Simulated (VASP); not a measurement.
# KZnF3 (Pm-3m) in VASP: notebook

KZnF3 is run at these levels: PBE; tasks: single point.

Everything below comes from runs of VASP 6.6.1. Logs are shortened: lines on timing, memory, paths and dates and some standing lists are left out, and cuts for length are marked.

### Step 1. The cell of the first run

It takes space group Pm-3m (No. 221, cubic). Conventional cell: a = 3.806 Å, b = 3.806 Å, c = 3.806 Å, α = 90.00°, β = 90.00°, γ = 90.00°. K (site symmetry m-3m) has 12 F at 2.69 Å and 8 Zn at 3.30 Å within 3.5 Å. Within 2.5 Å of Zn (site symmetry m-3m) lie 6 F at 1.90 Å. Within 2.5 Å of F (site symmetry 4/mmm) lie 2 Zn at 1.90 Å.

### Step 2. Single point, PBE

The input, INCAR:

```
PREC = Accurate
ENCUT = 520
EDIFF = 1E-7
ISMEAR = 0
SIGMA = 0.02
LREAL = False
LASPH = True
NELM = 80
ALGO = Normal
ISIF = 2
LWAVE = False
LCHARG = False
GGA = PE
NBANDS = 29
```

The input, KPOINTS:

```
Automatic mesh
0
Gamma
  6 6 6
```

The input, POSCAR:

```
KZnF3
1.0
    3.8060429257      0.0000000000      0.0000000000
    0.0000000000      3.8060429257      0.0000000000
    0.0000000000      0.0000000000      3.8060429257
K Zn F
1 1 3
Direct
    0.0000000000      0.0000000000      0.0000000000
    0.5000000000      0.5000000000      0.5000000000
    0.0000000000      0.5000000000      0.5000000000
    0.5000000000      0.0000000000      0.5000000000
    0.5000000000      0.5000000000      0.0000000000
```

Potentials or basis: VASP PAW PBE potentials, release 64 (K_sv, Zn, F).

Command:

```console
$ cat potpaw_PBE.64/K_sv/POTCAR potpaw_PBE.64/Zn/POTCAR potpaw_PBE.64/F/POTCAR > POTCAR
$ mpirun -np 1 vasp_std > vasp.out
```

OUTCAR:

```text
PREC = Accurate
   ENCUT = 520
   EDIFF = 1E-7
   ISMEAR = 0
   LREAL = False
   LASPH = True
   NELM = 80
   ISIF = 2
   GGA = PE

 ion  position               nearest neighbor table
   1  0.000  0.000  0.000-   3 2.69   4 2.69   5 2.69   3 2.69   4 2.69   3 2.69   5 2.69   3 2.69
                             4 2.69   5 2.69   4 2.69   5 2.69   2 3.30   2 3.30   2 3.30   2 3.30
   2  0.500  0.500  0.500-   3 1.90   4 1.90   5 1.90   5 1.90   4 1.90   3 1.90   1 3.30   1 3.30
                             1 3.30   1 3.30   1 3.30   1 3.30   1 3.30   1 3.30
   3  0.000  0.500  0.500-   2 1.90   2 1.90   1 2.69   1 2.69   1 2.69   1 2.69
   4  0.500  0.000  0.500-   2 1.90   2 1.90   1 2.69   1 2.69   1 2.69   1 2.69
   5  0.500  0.500  0.000-   2 1.90   2 1.90   1 2.69   1 2.69   1 2.69   1 2.69

  LATTYP: Found a simple cubic cell.
 ALAT       =     3.8060429257

  Lattice vectors:

 A1 = (   3.8060429257,   0.0000000000,   0.0000000000)
 A2 = (   0.0000000000,   3.8060429257,   0.0000000000)
 A3 = (   0.0000000000,   0.0000000000,   3.8060429257)

Analysis of symmetry for initial positions (statically):
=====================================================================
 Subroutine PRICEL returns:
 Original cell was already a primitive cell.

 Routine SETGRP: Setting up the symmetry group for a
 simple cubic supercell.

 Subroutine GETGRP returns: Found 48 space group operations
 (whereof 48 operations were pure point group operations)
 out of a pool of 48 trial point group operations.

The static configuration has the point symmetry O_h .

Analysis of symmetry for dynamics (positions and initial velocities):
=====================================================================
 Subroutine PRICEL returns:
 Original cell was already a primitive cell.

 Routine SETGRP: Setting up the symmetry group for a
 simple cubic supercell.

 Subroutine GETGRP returns: Found 48 space group operations
 (whereof 48 operations were pure point group operations)
 out of a pool of 48 trial point group operations.

The dynamic configuration has the point symmetry O_h .

 Subroutine INISYM returns: Found 48 space group operations
 (whereof 48 operations are pure point group operations),
 and found     1 'primitive' translations

----------------------------------------------------------------------------------------

                                     Primitive cell

  volume of cell :      55.1342

  direct lattice vectors                    reciprocal lattice vectors
     3.806042926  0.000000000  0.000000000     0.262740074  0.000000000  0.000000000
     0.000000000  3.806042926  0.000000000     0.000000000  0.262740074  0.000000000
     0.000000000  0.000000000  3.806042926     0.000000000  0.000000000  0.262740074

  length of vectors
     3.806042926  3.806042926  3.806042926     0.262740074  0.262740074  0.262740074

  position of ions in fractional coordinates (direct lattice)
     0.000000000  0.000000000  0.000000000
     0.500000000  0.500000000  0.500000000
     0.000000000  0.500000000  0.500000000
     0.500000000  0.000000000  0.500000000
     0.500000000  0.500000000  0.000000000

  ion indices of the primitive-cell ions
   primitive index   ion index
                 1           1
                 2           2
                 3           3
                 4           4
                 5           5

----------------------------------------------------------------------------------------

 KPOINTS: Automatic mesh

Automatic generation of k-mesh.
 Grid dimensions read from file:
 generate k-points for:    6    6    6

 Generating k-lattice:

  Cartesian coordinates                     Fractional coordinates (reciprocal lattice)
     0.043790012  0.000000000  0.000000000     0.166666667  0.000000000  0.000000000
     0.000000000  0.043790012  0.000000000     0.000000000  0.166666667  0.000000000
     0.000000000  0.000000000  0.043790012     0.000000000  0.000000000  0.166666667

  Length of vectors
     0.043790012  0.043790012  0.043790012

  Shift w.r.t. Gamma in fractional coordinates (k-lattice)
     0.000000000  0.000000000  0.000000000

 Subroutine IBZKPT returns following result:
 ===========================================

 Found     20 irreducible k-points:

 Following reciprocal coordinates:
            Coordinates               Weight
  0.000000  0.000000  0.000000      1.000000
  0.166667  0.000000  0.000000      6.000000
  0.333333  0.000000  0.000000      6.000000
  0.500000  0.000000  0.000000      3.000000
  0.166667  0.166667  0.000000     12.000000
  0.333333  0.166667  0.000000     24.000000
[... 12 lines left out ...]
  0.500000  0.500000  0.333333      6.000000
  0.500000  0.500000  0.500000      1.000000
   k-points           NKPTS =     20   k-points in BZ     NKDIM =     20   number of bands    NBANDS=     29
   number of dos      NEDOS =    301   number of ions     NIONS =      5
   total plane-waves  NPLWV =  21952
   dimension x,y,z NGX =    28 NGY =   28 NGZ =   28
   dimension x,y,z NGXF=    56 NGYF=   56 NGZF=   56
   ions per type =               1   1   3
   NGX,Y,Z   is equivalent  to a cutoff of  12.23, 12.23, 12.23 a.u.
   NGXF,Y,Z  is equivalent  to a cutoff of  24.46, 24.46, 24.46 a.u.
 SYSTEM =  unknown system
   PREC   = accura    normal or accurate (medium, high low for compatibility)
   ISTART =      0    job   : 0-new  1-cont  2-samecut
   ICHARG =      2    charge: 1-file 2-atom 10-const
   ISPIN  =      1    spin polarized calculation?
   LNONCOLLINEAR =      F non collinear calculations
   LSORBIT =      F    spin-orbit coupling
   LASPH  =      T    aspherical Exc in radial PAW
   ENCUT  =  520.0 eV  38.22 Ry    6.18 a.u.   7.08  7.08  7.08*2*pi/ulx,y,z
   NELM   =     80;   NELMIN=  2; NELMDL= -5     # of ELM steps
   EDIFF  = 0.1E-06   stopping-criterion for ELM
   LREAL  =      F    real-space projection
   EDIFFG = 0.1E-05   stopping-criterion for IOM
   NSW    =      0    number of steps for IOM
   IBRION =     -1    ionic relax: 0-MD 1-quasi-New 2-CG
   NFREE  =      0    steps in history (QN), initial steepest desc. (CG)
   ISIF   =      2    stress and relaxation
   ISYM   =      2    0-nonsym 1-usesym 2-fastsym
   POTIM  = 0.5000    time-step for ionic-motion
   TEBEG  =    0.0;   TEEND  =   0.0 temperature during run
   PSTRESS=    0.0 pullay stress
   NELECT =      42.0000    total number of electrons
   NUPDOWN=      -1.0000    fix difference up-down
   EMIN   =  10.00;   EMAX   =-10.00  energy-range for DOS
   EFERMI =   0.00;   METHOD = LEGACY
   ISMEAR =     0;   SIGMA  =   0.02  broadening in eV -4-tet -1-fermi 0-gaus
   EFERMI_NEDOS =   21; number of points for ismear=-14 and -15
   IALGO  =     38    algorithm
   IMIX   =      4    mixing-type and parameters
     AMIX     =   0.40;   BMIX     =  1.00
     AMIX_MAG =   1.60;   BMIX_MAG =  1.00
  volume/ion in A,a.u.               =      11.03        74.41
  Fermi-wavevector in a.u.,A,eV,Ry     =   1.495148  2.825420 30.415391  2.235468
  Thomas-Fermi vector in A             =   2.607330
   LORBIT       =      0    0 simple, 1 ext, 2 COOP (PROOUT), +10 PAW based schemes
   GGA     = PE    functional components
   LHFCALC =     F    Hartree Fock is set to
   AEXX    =    0.0000 exact exchange contribution
   IVDW    =     0    specifies the selected vdW correction
   LEPSILON=     F    determine dielectric tensor
   LRPA    =     F    only Hartree local field effects (RPA)
 non-spin polarized calculation
 Gauss-broadening in eV      SIGMA  =   0.02
  energy-cutoff  :      520.00
  volume of cell :       55.13
 maximum number of plane-waves:      1503
   NGX = 15   NGY = 15   NGZ = 15

 number of electron      41.9999968 magnetization

 Free energy of the ion-electron system (eV)
  ---------------------------------------------------
  ext. energy  EPLUGINS =         0.00000000
  ---------------------------------------------------
  free energy    TOTEN  =       -19.11211963 eV

  energy without entropy =      -19.11211963  energy(sigma->0) =      -19.11211963

 E-fermi :   1.5179     XC(G=0): -10.8827

 val. band max:        1.4331467319   @ k =   0.5000   0.5000   0.5000
 cond. band min:       5.7448172964   @ k =   0.0000   0.0000   0.0000
 fundamental gap:      4.3116705645
 Fermi energy:         1.5179129019

 k-point     1 :       0.0000    0.0000    0.0000
  band No.  band energies     occupation
      1     -26.5410      2.00000
      2     -21.9604      2.00000
      3     -21.0668      2.00000
      4     -21.0668      2.00000
      5     -10.0560      2.00000
      6     -10.0560      2.00000
[... 21 lines left out ...]
     28      11.8046      0.00000
     29      16.7264      0.00000

 k-point     2 :       0.1667    0.0000    0.0000
  band No.  band energies     occupation
      1     -26.5238      2.00000
      2     -21.9254      2.00000
      3     -21.1099      2.00000
      4     -21.0627      2.00000
      5     -10.0348      2.00000
      6     -10.0299      2.00000
[... 21 lines left out ...]
     28      11.9214      0.00000
     29      16.4244      0.00000

 k-point     3 :       0.3333    0.0000    0.0000
  band No.  band energies     occupation
      1     -26.4889      2.00000
      2     -21.8467      2.00000
      3     -21.2040      2.00000
      4     -21.0562      2.00000
      5      -9.9922      2.00000
      6      -9.9764      2.00000
[... 21 lines left out ...]
     28      12.4848      0.00000
     29      15.6500      0.00000

 k-point     4 :       0.5000    0.0000    0.0000
  band No.  band energies     occupation
      1     -26.4711      2.00000
      2     -21.8010      2.00000
      3     -21.2575      2.00000
      4     -21.0532      2.00000
      5      -9.9707      2.00000
      6      -9.9491      2.00000
[... 469 lines left out ...]
     28      14.0526      0.00000
     29      14.5437      0.00000

 k-point    19 :       0.5000    0.5000    0.3333
  band No.  band energies     occupation
      1     -26.4079      2.00000
      2     -21.3077      2.00000
      3     -21.2805      2.00000
      4     -21.2805      2.00000
      5     -10.3151      2.00000
      6     -10.3151      2.00000
[... 21 lines left out ...]
     28      14.1601      0.00000
     29      14.9736      0.00000

 k-point    20 :       0.5000    0.5000    0.5000
  band No.  band energies     occupation
      1     -26.4014      2.00000
      2     -21.2714      2.00000
      3     -21.2714      2.00000
      4     -21.2714      2.00000
      5     -10.3737      2.00000
      6     -10.3737      2.00000
[... 21 lines left out ...]
     28      14.1005      0.00000
     29      15.6954      0.00000

------------------------ aborting loop because EDIFF is reached ----------------------------------------

  FORCE on cell =-STRESS in cart. coord.  units (eV):
  Direction    XX          YY          ZZ          XY          YZ          ZX
  --------------------------------------------------------------------------------------
  -------------------------------------------------------------------------------------
  Total       10.7458394     10.7458394     10.7458394     -0.0000000      0.0000000      0.0000000
  in kB      312.2697253    312.2697253    312.2697253     -0.0000000      0.0000000      0.0000000
  external PRESSURE =     312.2697253 kB  Pullay stress =       0.0000000 kB

 VOLUME and BASIS-vectors are now :
 -----------------------------------------------------------------------------
  energy-cutoff  :      520.00
  volume of cell :       55.13
      direct lattice vectors                 reciprocal lattice vectors
     3.806042926  0.000000000  0.000000000     0.262740074  0.000000000  0.000000000
     0.000000000  3.806042926  0.000000000     0.000000000  0.262740074  0.000000000
     0.000000000  0.000000000  3.806042926     0.000000000  0.000000000  0.262740074

 POSITION                                       TOTAL-FORCE (eV/Angst)
 -----------------------------------------------------------------------------------
      0.00000      0.00000      0.00000         0.000000      0.000000      0.000000
      1.90302      1.90302      1.90302         0.000000      0.000000      0.000000
      0.00000      1.90302      1.90302         0.000000      0.000000      0.000000
      1.90302      0.00000      1.90302         0.000000      0.000000      0.000000
      1.90302      1.90302      0.00000         0.000000      0.000000      0.000000
 -----------------------------------------------------------------------------------
    total drift:                                0.000000      0.000000      0.000000

  FREE ENERGIE OF THE ION-ELECTRON SYSTEM (eV)
  ---------------------------------------------------
  free  energy   TOTEN  =       -19.1121196288 eV

  energy  without entropy=      -19.1121196288  energy(sigma->0) =      -19.11211963
```

Wall time 34 s (1 thread of Intel Xeon Platinum 8259CL at 2.50GHz (Skylake/Cascade Lake), shared host); peak memory 0.17 GiB.

Results:

| Item | Value |
| --- | --- |
| Free energy | -19.1121 eV |
| Pressure | 31.2 GPa |
| Band gap on the k mesh | 4.31 eV, indirect (least direct gap 7.38 eV) |

A k mesh can miss the band edges. Expect the measured gap to be larger: semilocal functionals such as PBE lack the derivative discontinuity.

### Step 3. Single point, PBE

The input, INCAR:

```
SYSTEM = KZnF3
PREC = Accurate
ENCUT = 520
EDIFF = 1E-7
ISMEAR = 0
SIGMA = 0.02
LREAL = .FALSE.
LASPH = .TRUE.
NELM = 80
ALGO = Normal
ISIF = 2
LWAVE = .FALSE.
LCHARG = .FALSE.
GGA = PE
NBANDS = 29
```

The input, KPOINTS:

```
Automatic mesh
0
G
  6 6 6
  0 0 0
```

POSCAR is that of step 2.

Potentials or basis: VASP PAW PBE potentials, release 64 (K_sv, Zn, F).

Command:

```console
$ cat potpaw_PBE.64/K_sv/POTCAR potpaw_PBE.64/Zn/POTCAR potpaw_PBE.64/F/POTCAR > POTCAR
$ mpirun -np 1 vasp_std > vasp.out
```

OUTCAR:

```text
SYSTEM = KZnF3
   PREC = Accurate
   ENCUT = 520
   EDIFF = 1E-7
   ISMEAR = 0
   LREAL = .FALSE.
   LASPH = .TRUE.
   NELM = 80
   ISIF = 2
   GGA = PE

 ion  position               nearest neighbor table
   1  0.000  0.000  0.000-   3 2.69   4 2.69   5 2.69   3 2.69   4 2.69   3 2.69   5 2.69   3 2.69
                             4 2.69   5 2.69   4 2.69   5 2.69   2 3.30   2 3.30   2 3.30   2 3.30
   2  0.500  0.500  0.500-   3 1.90   4 1.90   5 1.90   5 1.90   4 1.90   3 1.90   1 3.30   1 3.30
                             1 3.30   1 3.30   1 3.30   1 3.30   1 3.30   1 3.30
   3  0.000  0.500  0.500-   2 1.90   2 1.90   1 2.69   1 2.69   1 2.69   1 2.69
   4  0.500  0.000  0.500-   2 1.90   2 1.90   1 2.69   1 2.69   1 2.69   1 2.69
   5  0.500  0.500  0.000-   2 1.90   2 1.90   1 2.69   1 2.69   1 2.69   1 2.69

  LATTYP: Found a simple cubic cell.
 ALAT       =     3.8060429257

  Lattice vectors:

 A1 = (   3.8060429257,   0.0000000000,   0.0000000000)
 A2 = (   0.0000000000,   3.8060429257,   0.0000000000)
 A3 = (   0.0000000000,   0.0000000000,   3.8060429257)

Analysis of symmetry for initial positions (statically):
=====================================================================
[... 176 lines left out ...]
 cond. band min:       5.7448172964   @ k =   0.0000   0.0000   0.0000
 fundamental gap:      4.3116705645
 Fermi energy:         1.5179129019

 k-point     1 :       0.0000    0.0000    0.0000
  band No.  band energies     occupation
      1     -26.5410      2.00000
      2     -21.9604      2.00000
      3     -21.0668      2.00000
      4     -21.0668      2.00000
      5     -10.0560      2.00000
      6     -10.0560      2.00000
[... 629 lines left out ...]
     28      14.1005      0.00000
     29      15.6954      0.00000

------------------------ aborting loop because EDIFF is reached ----------------------------------------

  FORCE on cell =-STRESS in cart. coord.  units (eV):
  Direction    XX          YY          ZZ          XY          YZ          ZX
  --------------------------------------------------------------------------------------
  -------------------------------------------------------------------------------------
  Total       10.7458394     10.7458394     10.7458394     -0.0000000      0.0000000      0.0000000
  in kB      312.2697253    312.2697253    312.2697253     -0.0000000      0.0000000      0.0000000
  external PRESSURE =     312.2697253 kB  Pullay stress =       0.0000000 kB

 VOLUME and BASIS-vectors are now :
 -----------------------------------------------------------------------------
  energy-cutoff  :      520.00
  volume of cell :       55.13
      direct lattice vectors                 reciprocal lattice vectors
     3.806042926  0.000000000  0.000000000     0.262740074  0.000000000  0.000000000
     0.000000000  3.806042926  0.000000000     0.000000000  0.262740074  0.000000000
     0.000000000  0.000000000  3.806042926     0.000000000  0.000000000  0.262740074

 POSITION                                       TOTAL-FORCE (eV/Angst)
 -----------------------------------------------------------------------------------
      0.00000      0.00000      0.00000         0.000000      0.000000      0.000000
      1.90302      1.90302      1.90302         0.000000      0.000000      0.000000
      0.00000      1.90302      1.90302         0.000000      0.000000      0.000000
      1.90302      0.00000      1.90302         0.000000      0.000000      0.000000
      1.90302      1.90302      0.00000         0.000000      0.000000      0.000000
 -----------------------------------------------------------------------------------
    total drift:                                0.000000      0.000000      0.000000

  FREE ENERGIE OF THE ION-ELECTRON SYSTEM (eV)
  ---------------------------------------------------
  free  energy   TOTEN  =       -19.1121196288 eV

  energy  without entropy=      -19.1121196288  energy(sigma->0) =      -19.11211963
```

stdout:

```text
POSCAR found type information on POSCAR K ZnF
 POSCAR found :  3 types and       5 ions
 scaLAPACK will be used
 LDA part: xc-table for (Slater+PW92), standard interpolation
 POSCAR, INCAR and KPOINTS ok, starting setup
 FFT: planning ... GRIDC
 FFT: planning ... GRID_SOFT
 FFT: planning ... GRID
 WAVECAR not read
 entering main loop
```

Run time: 34 s. Hardware: 1 thread of Intel Xeon Platinum 8259CL at 2.50GHz (Skylake/Cascade Lake), shared host; peak memory 0.17 GiB.

What came out:

```yaml
Free_energy: -19.1121 eV
Pressure: 31.2 GPa
Band_gap_on_the_k_mesh: 4.31 eV, indirect (least direct gap 7.38 eV)
```

Levels at points of the mesh, in eV from the valence-band top:
```
           k point  band 18  band 19  band 20  band 21  band 22  band 23  band 24  band 25
(0.00, 0.00, 0.00)    -3.33    -3.07    -3.07    -3.07     4.31     7.71     7.71     9.87
(0.50, 0.00, 0.00)    -3.32    -2.46    -2.46    -1.72     7.55     8.34     8.93    10.71
(0.50, 0.50, 0.00)    -2.58    -2.55    -2.55     0.00     8.56     9.80    10.79    10.79
(0.50, 0.50, 0.50)    -2.41    -2.41     0.00     0.00     8.01     8.01     8.01    11.79
```

[end of part 1 of 2]
